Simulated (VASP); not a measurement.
# Na (Im-3m) in VASP: further runs

Na is run at these levels: PBEsol; tasks: single point, relaxation of cell and atoms.

All numbers are computed with VASP 6.6.1; they aren't measurements. Logs are shortened: lines on timing, memory, paths and dates and some standing lists are left out, and cuts for length are marked.

### 1 The cell of the first run

The structure is cubic, space group Im-3m (No. 229). Conventional cell: a = 4.179 Å, b = 4.179 Å, c = 4.179 Å, α = 90.00°, β = 90.00°, γ = 90.00°. Na (site symmetry m-3m) has 14 Na at 3.62 to 4.18 Å within 4.8 Å.

### 2 Single point, PBEsol

The input, INCAR:

```
PREC = Accurate
ENCUT = 520
EDIFF = 1E-6
ISMEAR = 0
SIGMA = 0.05
LREAL = False
LASPH = True
NELM = 60
ALGO = Normal
ISIF = 2
LWAVE = False
LCHARG = False
GGA = PS
NBANDS = 14
```

The input, KPOINTS:

```
Automatic mesh
0
Gamma
  5 5 5
```

The input, POSCAR:

```
Na
1.0
    4.1787011293      0.0000000000      0.0000000000
    0.0000000000      4.1787011293      0.0000000000
    0.0000000000      0.0000000000      4.1787011293
Na
2
Direct
    0.0000000000      0.0000000000      0.0000000000
    0.5000000000      0.5000000000      0.5000000000
```

Potentials or basis: VASP PAW PBE potentials, release 64 (Na_pv).

Command:

```
> cat potpaw_PBE.64/Na_pv/POTCAR > POTCAR
> mpirun -np 1 vasp_std > vasp.out
```

OUTCAR:

```text
PREC = Accurate
   ENCUT = 520
   EDIFF = 1E-6
   ISMEAR = 0
   LREAL = False
   LASPH = True
   NELM = 60
   ISIF = 2
   GGA = PS

 ion  position               nearest neighbor table
   1  0.000  0.000  0.000-
   2  0.500  0.500  0.500-

  LATTYP: Found a simple cubic cell.
 ALAT       =     4.1787011293

  Lattice vectors:

 A1 = (   4.1787011293,   0.0000000000,   0.0000000000)
 A2 = (   0.0000000000,   4.1787011293,   0.0000000000)
 A3 = (   0.0000000000,   0.0000000000,   4.1787011293)

Analysis of symmetry for initial positions (statically):
=====================================================================
 Subroutine PRICEL returns following result:

  LATTYP: Found a body centered cubic cell.
 ALAT       =     4.1787011293

  Lattice vectors:

 A1 = (   2.0893505647,   2.0893505647,  -2.0893505646)
 A2 = (  -2.0893505647,   2.0893505646,   2.0893505646)
 A3 = (   2.0893505647,  -2.0893505646,   2.0893505647)

   2 primitive cells build up your supercell.

 Routine SETGRP: Setting up the symmetry group for a
 simple cubic supercell.

 Subroutine GETGRP returns: Found 48 space group operations
 (whereof 48 operations were pure point group operations)
 out of a pool of 48 trial point group operations.

The static configuration has the point symmetry O_h .

Analysis of symmetry for dynamics (positions and initial velocities):
=====================================================================
 Subroutine PRICEL returns following result:

  LATTYP: Found a body centered cubic cell.
 ALAT       =     4.1787011293

  Lattice vectors:

 A1 = (   2.0893505647,   2.0893505647,  -2.0893505646)
 A2 = (  -2.0893505647,   2.0893505646,   2.0893505646)
 A3 = (   2.0893505647,  -2.0893505646,   2.0893505647)

   2 primitive cells build up your supercell.

 Routine SETGRP: Setting up the symmetry group for a
 simple cubic supercell.

 Subroutine GETGRP returns: Found 48 space group operations
 (whereof 48 operations were pure point group operations)
 out of a pool of 48 trial point group operations.

The dynamic configuration has the point symmetry O_h .

 Subroutine INISYM returns: Found 48 space group operations
 (whereof 48 operations are pure point group operations),
 and found     2 'primitive' translations

----------------------------------------------------------------------------------------

                                     Primitive cell

  volume of cell :      36.4833

  direct lattice vectors                    reciprocal lattice vectors
     2.089350565  2.089350565 -2.089350565     0.239308811  0.239308811  0.000000000
    -2.089350565  2.089350565  2.089350565    -0.000000000  0.239308811  0.239308811
     2.089350565 -2.089350565  2.089350565     0.239308811  0.000000000  0.239308811

  length of vectors
     3.618861333  3.618861333  3.618861333     0.338433767  0.338433767  0.338433767

  position of ions in fractional coordinates (direct lattice)
     0.000000000  0.000000000  0.000000000

  ion indices of the primitive-cell ions
   primitive index   ion index
                 1           1

----------------------------------------------------------------------------------------

 KPOINTS: Automatic mesh

Automatic generation of k-mesh.
 Grid dimensions read from file:
 generate k-points for:    5    5    5

 Generating k-lattice:

  Cartesian coordinates                     Fractional coordinates (reciprocal lattice)
     0.047861762  0.000000000  0.000000000     0.200000000  0.000000000  0.000000000
     0.000000000  0.047861762  0.000000000     0.000000000  0.200000000  0.000000000
     0.000000000  0.000000000  0.047861762     0.000000000  0.000000000  0.200000000

  Length of vectors
     0.047861762  0.047861762  0.047861762

  Shift w.r.t. Gamma in fractional coordinates (k-lattice)
     0.000000000  0.000000000  0.000000000

 Subroutine IBZKPT returns following result:
 ===========================================

 Found     10 irreducible k-points:

 Following reciprocal coordinates:
            Coordinates               Weight
  0.000000  0.000000  0.000000      1.000000
  0.200000  0.000000  0.000000      6.000000
  0.400000  0.000000  0.000000      6.000000
  0.200000  0.200000  0.000000     12.000000
  0.400000  0.200000  0.000000     24.000000
  0.400000  0.400000  0.000000     12.000000
  0.200000  0.200000  0.200000      8.000000
  0.400000  0.200000  0.200000     24.000000
  0.400000  0.400000  0.200000     24.000000
  0.400000  0.400000  0.400000      8.000000
   k-points           NKPTS =     10   k-points in BZ     NKDIM =     10   number of bands    NBANDS=     14
   number of dos      NEDOS =    301   number of ions     NIONS =      2
   total plane-waves  NPLWV =  32768
   dimension x,y,z NGX =    32 NGY =   32 NGZ =   32
   dimension x,y,z NGXF=    64 NGYF=   64 NGZF=   64
   ions per type =               2
   NGX,Y,Z   is equivalent  to a cutoff of  12.73, 12.73, 12.73 a.u.
   NGXF,Y,Z  is equivalent  to a cutoff of  25.46, 25.46, 25.46 a.u.
 SYSTEM =  unknown system
   PREC   = accura    normal or accurate (medium, high low for compatibility)
   ISTART =      0    job   : 0-new  1-cont  2-samecut
   ICHARG =      2    charge: 1-file 2-atom 10-const
   ISPIN  =      1    spin polarized calculation?
   LNONCOLLINEAR =      F non collinear calculations
   LSORBIT =      F    spin-orbit coupling
   LASPH  =      T    aspherical Exc in radial PAW
   ENCUT  =  520.0 eV  38.22 Ry    6.18 a.u.   7.77  7.77  7.77*2*pi/ulx,y,z
   NELM   =     60;   NELMIN=  2; NELMDL= -5     # of ELM steps
   EDIFF  = 0.1E-05   stopping-criterion for ELM
   LREAL  =      F    real-space projection
   EDIFFG = 0.1E-04   stopping-criterion for IOM
   NSW    =      0    number of steps for IOM
   IBRION =     -1    ionic relax: 0-MD 1-quasi-New 2-CG
   NFREE  =      0    steps in history (QN), initial steepest desc. (CG)
   ISIF   =      2    stress and relaxation
   ISYM   =      2    0-nonsym 1-usesym 2-fastsym
   POTIM  = 0.5000    time-step for ionic-motion
   TEBEG  =    0.0;   TEEND  =   0.0 temperature during run
   PSTRESS=    0.0 pullay stress
   NELECT =      14.0000    total number of electrons
   NUPDOWN=      -1.0000    fix difference up-down
   EMIN   =  10.00;   EMAX   =-10.00  energy-range for DOS
   EFERMI =   0.00;   METHOD = LEGACY
   ISMEAR =     0;   SIGMA  =   0.05  broadening in eV -4-tet -1-fermi 0-gaus
   EFERMI_NEDOS =   21; number of points for ismear=-14 and -15
   IALGO  =     38    algorithm
   IMIX   =      4    mixing-type and parameters
     AMIX     =   0.40;   BMIX     =  1.00
     AMIX_MAG =   1.60;   BMIX_MAG =  1.00
  volume/ion in A,a.u.               =      36.48       246.20
  Fermi-wavevector in a.u.,A,eV,Ry     =   0.944227  1.784329 12.130461  0.891564
  Thomas-Fermi vector in A             =   2.072011
   LORBIT       =      0    0 simple, 1 ext, 2 COOP (PROOUT), +10 PAW based schemes
   GGA     = PS    functional components
   LHFCALC =     F    Hartree Fock is set to
   AEXX    =    0.0000 exact exchange contribution
   IVDW    =     0    specifies the selected vdW correction
   LEPSILON=     F    determine dielectric tensor
   LRPA    =     F    only Hartree local field effects (RPA)
 non-spin polarized calculation
 Gauss-broadening in eV      SIGMA  =   0.05
  energy-cutoff  :      520.00
  volume of cell :       72.97
 maximum number of plane-waves:      1973
 NGX is ok and might be reduce to    32
   NGX = 15   NGY = 15   NGZ = 15

 number of electron      14.0000033 magnetization

 Free energy of the ion-electron system (eV)
  ---------------------------------------------------
  ext. energy  EPLUGINS =         0.00000000
  ---------------------------------------------------
  free energy    TOTEN  =        -2.76672883 eV

  energy without entropy =       -2.76464738  energy(sigma->0) =       -2.76568811

 E-fermi :   0.4360     XC(G=0):  -6.5435

 val. band max:        0.1529776265   @ k =   0.4000   0.0000   0.0000
 cond. band min:       0.4848652672   @ k =   0.4000   0.2000   0.0000
 fundamental gap:      0.3318876407
 Fermi energy:         0.4359690409

 k-point     1 :       0.0000    0.0000    0.0000
  band No.  band energies     occupation
      1     -24.4499      2.00000
      2     -24.4499      2.00000
      3     -24.4499      2.00000
      4     -24.4223      2.00000
      5     -24.4223      2.00000
      6     -24.4223      2.00000
      7      -2.9605      2.00000
      8       4.8918      0.00000
      9       4.8918      0.00000
     10       5.2936      0.00000
     11       5.2936      0.00000
     12       5.2936      0.00000
     13       8.2373      0.00000
     14      12.1871      0.00000

 k-point     2 :       0.2000    0.0000    0.0000
  band No.  band energies     occupation
      1     -24.4493      2.00000
      2     -24.4471      2.00000
      3     -24.4471      2.00000
      4     -24.4270      2.00000
      5     -24.4247      2.00000
      6     -24.4247      2.00000
      7      -2.6050      2.00000
      8       2.4390      0.00000
      9       5.2353      0.00000
     10       5.5908      0.00000
     11       5.5908      0.00000
     12       7.0303      0.00000
     13       9.8811      0.00000
     14      10.1074      0.00000

 k-point     3 :       0.4000    0.0000    0.0000
  band No.  band energies     occupation
      1     -24.4457      2.00000
      2     -24.4399      2.00000
      3     -24.4399      2.00000
      4     -24.4371      2.00000
      5     -24.4314      2.00000
      6     -24.4314      2.00000
      7      -1.5532      2.00000
      8       0.1530      2.00000
      9       6.2653      0.00000
     10       6.4877      0.00000
     11       6.4877      0.00000
     12       7.9810      0.00000
     13       7.9957      0.00000
     14       7.9957      0.00000

 k-point     4 :       0.2000    0.2000    0.0000
  band No.  band energies     occupation
      1     -24.4535      2.00000
      2     -24.4448      2.00000
      3     -24.4404      2.00000
      4     -24.4356      2.00000
      5     -24.4267      2.00000
      6     -24.4222      2.00000
      7      -2.2520      2.00000
      8       2.5247      0.00000
      9       3.0786      0.00000
     10       5.8878      0.00000
     11       6.5039      0.00000
     12       7.6370      0.00000
     13       8.9865      0.00000
     14      10.1263      0.00000

 k-point     5 :       0.4000    0.2000    0.0000
  band No.  band energies     occupation
      1     -24.4537      2.00000
      2     -24.4469      2.00000
      3     -24.4390      2.00000
      4     -24.4321      2.00000
      5     -24.4320      2.00000
      6     -24.4251      2.00000
      7      -1.2075      2.00000
      8       0.4849      0.16667
      9       3.8099      0.00000
     10       5.4173      0.00000
     11       6.7826      0.00000
     12       7.5791      0.00000
     13       8.2778      0.00000
     14       9.2463      0.00000

 k-point     6 :       0.4000    0.4000    0.0000
  band No.  band energies     occupation
      1     -24.4595      2.00000
      2     -24.4569      2.00000
      3     -24.4366      2.00000
      4     -24.4339      2.00000
      5     -24.4249      2.00000
      6     -24.4222      2.00000
      7      -0.1856      2.00000
      8       1.2604      0.00000
      9       1.7672      0.00000
     10       3.1812      0.00000
     11       7.6576      0.00000
     12       8.6418      0.00000
     13       8.7869      0.00000
     14       9.7461      0.00000

 k-point     7 :       0.2000    0.2000    0.2000
  band No.  band energies     occupation
      1     -24.4504      2.00000
      2     -24.4504      2.00000
      3     -24.4412      2.00000
      4     -24.4344      2.00000
      5     -24.4251      2.00000
      6     -24.4251      2.00000
      7      -1.9014      2.00000
      8       2.8425      0.00000
      9       2.8425      0.00000
     10       3.9125      0.00000
     11       7.6443      0.00000
     12       7.6443      0.00000
     13       9.0157      0.00000
     14       9.3092      0.00000

 k-point     8 :       0.4000    0.2000    0.2000
  band No.  band energies     occupation
      1     -24.4535      2.00000
      2     -24.4498      2.00000
      3     -24.4423      2.00000
      4     -24.4326      2.00000
      5     -24.4285      2.00000
      6     -24.4252      2.00000
      7      -0.8642      2.00000
      8       0.8135      0.00000
      9       3.7985      0.00000
     10       4.6283      0.00000
     11       5.3989      0.00000
     12       6.1776      0.00000
     13       9.2671      0.00000
     14      10.2785      0.00000

 k-point     9 :       0.4000    0.4000    0.2000
  band No.  band energies     occupation
      1     -24.4557      2.00000
      2     -24.4548      2.00000
      3     -24.4400      2.00000
      4     -24.4349      2.00000
      5     -24.4260      2.00000
      6     -24.4256      2.00000
      7       0.1498      2.00000
      8       1.5752      0.00000
      9       2.0901      0.00000
     10       3.4822      0.00000
     11       5.2236      0.00000
     12       6.3493      0.00000
     13       7.5312      0.00000
     14       8.6414      0.00000

 k-point    10 :       0.4000    0.4000    0.4000
  band No.  band energies     occupation
      1     -24.4507      2.00000
      2     -24.4461      2.00000
      3     -24.4461      2.00000
      4     -24.4346      2.00000
      5     -24.4346      2.00000
      6     -24.4301      2.00000
      7       1.1371      0.00000
      8       2.5232      0.00000
      9       2.5232      0.00000
     10       3.4936      0.00000
     11       4.1135      0.00000
     12       4.1135      0.00000
     13       5.6440      0.00000
     14       6.4749      0.00000

------------------------ aborting loop because EDIFF is reached ----------------------------------------

  FORCE on cell =-STRESS in cart. coord.  units (eV):
  Direction    XX          YY          ZZ          XY          YZ          ZX
  --------------------------------------------------------------------------------------
  -------------------------------------------------------------------------------------
  Total        0.0045533      0.0045533      0.0045533     -0.0000000     -0.0000000      0.0000000
  in kB        0.0999790      0.0999790      0.0999790     -0.0000000     -0.0000000      0.0000000
  external PRESSURE =       0.0999790 kB  Pullay stress =       0.0000000 kB

 VOLUME and BASIS-vectors are now :
 -----------------------------------------------------------------------------
  energy-cutoff  :      520.00
  volume of cell :       72.97
      direct lattice vectors                 reciprocal lattice vectors
     4.178701129  0.000000000  0.000000000     0.239308811  0.000000000  0.000000000
     0.000000000  4.178701129  0.000000000     0.000000000  0.239308811  0.000000000
     0.000000000  0.000000000  4.178701129     0.000000000  0.000000000  0.239308811

 POSITION                                       TOTAL-FORCE (eV/Angst)
 -----------------------------------------------------------------------------------
      0.00000      0.00000      0.00000        -0.000000     -0.000000     -0.000000
      2.08935      2.08935      2.08935         0.000000      0.000000      0.000000
 -----------------------------------------------------------------------------------
    total drift:                                0.000000      0.000000     -0.000000

  FREE ENERGIE OF THE ION-ELECTRON SYSTEM (eV)
  ---------------------------------------------------
  free  energy   TOTEN  =        -2.7667288277 eV

  energy  without entropy=       -2.7646473839  energy(sigma->0) =       -2.76568811
```

Run time: 11 s. Hardware: 1 thread of AMD EPYC 7R13, shared host; peak memory 0.13 GiB.

What came out:

| Quantity | Value |
| --- | --- |
| Free energy | -2.7667 eV |
| Pressure | 0.0 GPa |
| Band gap on the k mesh | zero (bands 7 and 8 overlap by 0.98 eV) |

Levels at points of the mesh, in eV from the Fermi level:
```
           k point  band 4  band 5  band 6  band 7  band 8  band 9  band 10  band 11
(0.00, 0.00, 0.00)  -24.86  -24.86  -24.86   -3.40    4.46    4.46     4.86     4.86
```

Caveat: the PAW data sets were made with another functional, which shifts forces and pressure a little.

### 3 Relaxation of cell and atoms, PBEsol

This run uses another cell than the first one, of 39.20 Å³/atom.

The input, INCAR:

```
PREC     = Accurate       # precision mode
ENCUT    = 600            # plane-wave cutoff, eV
EDIFF    = 1E-6           # SCF threshold, eV
ISMEAR   = 0              # smearing method
SIGMA    = 0.05           # smearing width, eV
LREAL    = False          # projectors in reciprocal space
LASPH    = True           # aspherical terms in the spheres
NELM     = 80             # most SCF steps
ALGO     = Normal         # electronic algorithm
ISIF     = 3              # what is computed and relaxed
LWAVE    = False          # write WAVECAR
LCHARG   = False          # write CHGCAR
GGA      = PS             # functional
IBRION   = 2              # ionic algorithm
NSW      = 80             # ionic steps
EDIFFG   = -0.02          # ionic threshold
```

The input, KPOINTS:

```
regular mesh
0
Gamma
  5 5 5
```

The input, POSCAR:

```
Na
1.0
    4.2800000000      0.0000000000      0.0000000000
    0.0000000000      4.2800000000      0.0000000000
    0.0000000000      0.0000000000      4.2800000000
Na
2
Direct
    0.0000000000      0.0000000000      0.0000000000
    0.5000000000      0.5000000000      0.5000000000
```

Potentials or basis: VASP PAW PBE potentials, release 64 (Na_pv).

Command:

```
> cat potpaw_PBE.64/Na_pv/POTCAR > POTCAR
> mpirun -np 1 vasp_std > vasp.out
```

Wall time 27 s (1 thread of AMD EPYC 7R13, shared host); peak memory 0.16 GiB.

The run converged. Its results:

- Free energy: -2.7673 eV
- Relaxed volume: 36.61 Å³/atom
- Relaxed cell: a = 4.184 Å, b = 4.184 Å, c = 4.184 Å, α = 90.00°, β = 90.00°, γ = 90.00°
- Space group after relaxing (to 0.1 Å): Im-3m (No. 229)
- Energy gained by relaxing: 4.7 meV/atom
- Ionic steps: 3
- Pressure after relaxing: -0.1 GPa
- Band gap on the k mesh: zero (bands 7 and 8 overlap by 0.98 eV)

Step by step:
```
step  energy change (eV)  largest force (eV/Å)  pressure (GPa)  volume (Å³)
   1              0.0000                0.0000           -0.48        78.40
   2             -0.0037                0.0000           -0.42        77.09
   3             -0.0093                0.0000           -0.06        73.23
```

Final structure:
```xyz
2
Lattice="4.1837 0.0000 0.0000 0.0000 4.1837 0.0000 0.0000 0.0000 4.1837" Properties=species:S:1:pos:R:3 pbc="T T T"
Na    0.0000    0.0000    0.0000
Na    2.0919    2.0919    2.0919
```

Levels at points of the mesh, in eV from the Fermi level:
```tsv
k point	band 3	band 4	band 5	band 6	band 7	band 8	band 9	band 10	band 11
(0.00, 0.00, 0.00)	-24.89	-24.86	-24.86	-24.86	-3.39	4.45	4.45	4.85	4.85
```

Caveat: the PAW data sets were made with another functional, which shifts forces and pressure a little.
